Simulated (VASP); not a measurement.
A run of VASP 6.6.1:

File INCAR:

```
PREC     = Accurate       # precision mode
ENCUT    = 600            # plane-wave cutoff, eV
EDIFF    = 1E-6           # SCF threshold, eV
ISMEAR   = -1             # smearing method
SIGMA    = 0.08           # smearing width, eV
LREAL    = F              # projectors in reciprocal space
LASPH    = T              # aspherical terms in the spheres
NELM     = 120            # most SCF steps
ALGO     = Normal         # electronic algorithm
ISIF     = 2              # what is computed and relaxed
LWAVE    = F              # write WAVECAR
LCHARG   = F              # write CHGCAR
GGA      = PE             # functional
NBANDS   = 27             # bands
GGA_COMPAT= F
```

File KPOINTS:

```
Automatic mesh
0
Gamma
  11 11 6
```

The input POSCAR:

```
AlRu
1.0
    2.3568617904      0.0000000000      0.0000000000
   -1.1784308952      2.0411021837      0.0000000000
    0.0000000000      0.0000000000      6.4615158918
Ru Al
2 2
Direct
    0.0000000000      0.0000000000      0.0000000000
    0.0000000000      0.0000000000      0.5000000000
    0.3333333333      0.6666666667      0.2500000000
    0.6666666667      0.3333333333      0.7500000000
```

Potentials or basis: VASP PAW PBE potentials, release 64 (Ru_sv, Al).

Run with:

```bash
$ cat potpaw_PBE.64/Ru_sv/POTCAR potpaw_PBE.64/Al/POTCAR > POTCAR
$ mpirun -np 1 vasp_std > vasp.out
```

Hardware: 1 thread of AMD EPYC 9R45 96-Core Processor (Zen 5), on a shared host.

Task: How long does it take, and how much memory?

Result: Run time: 32 s on 1 thread of AMD EPYC 9R45 96-Core Processor (Zen 5) (shared host), peak memory 0.16 GiB. Counts: scf iterations 12, k points 64.
